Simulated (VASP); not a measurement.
Set up this calculation in VASP 6.6.1, as the native input.

```yaml
Task: single point
Functional: PBE
Potentials_or_basis: VASP PAW PBE potentials, release 64 (Ga_d, Se)
Cutoff: 520 eV
k_mesh: 12 × 12 × 2
Occupations: gaussian, width 0.02 eV
Spin: no spin polarisation
Dipole_correction: no
Further_INCAR_settings: ALGO = Normal; EDIFF = 1e-06; NBANDS = 48
```

The structure of GaSe4 lies in POSCAR:

```
GaSe4
1.0
    3.7893482811      0.0000000000      0.0000000000
   -1.8946741406      3.2816718752      0.0000000000
    0.0000000000      0.0000000000     21.9732790863
Ga Se
2 8
Direct
    0.0000000000      0.0000000000      0.0560085405
    0.0000000000      0.0000000000      0.9439914595
    0.3333333333      0.6666666667      0.1097806200
    0.6666666667      0.3333333333      0.8902193800
    0.3333333333      0.6666666667      0.7150795776
    0.0000000000      0.0000000000      0.6444870444
    0.0000000000      0.0000000000      0.3555129556
    0.3333333333      0.6666666667      0.4262417269
    0.6666666667      0.3333333333      0.5737582731
    0.6666666667      0.3333333333      0.2849204224
```

One way to write it, as run:

INCAR

```
SYSTEM = GaSe4
PREC = Accurate
ENCUT = 520
EDIFF = 1E-6
ISMEAR = 0
SIGMA = 0.02
LREAL = .FALSE.
LASPH = .TRUE.
NELM = 100
ALGO = Normal
ISIF = 2
LWAVE = .FALSE.
LCHARG = .FALSE.
GGA = PE
NBANDS = 48
```

KPOINTS

```
Automatic mesh
0
G
  12 12 2
  0 0 0
```

Potentials or basis: VASP PAW PBE potentials, release 64 (Ga_d, Se).

Run with:

```bash
$ cat potpaw_PBE.64/Ga_d/POTCAR potpaw_PBE.64/Se/POTCAR > POTCAR
$ mpirun -np 1 vasp_std > vasp.out
```

It gave:

```yaml
Pressure: 0.1 GPa
Largest_force: 0.024 eV/Å
Band_gap_on_the_k_mesh: 0.40 eV (least direct gap 0.55 eV)
```

Caveat: this functional lacks dispersion, which binds the layers, so the pressure and a relaxed spacing across them are unreliable.

It took 17 min on 1 thread of Intel(R) Xeon(R) Platinum 8259CL CPU @ 2.50GHz (Skylake/Cascade Lake), on a shared host, peak memory 0.6 GiB.
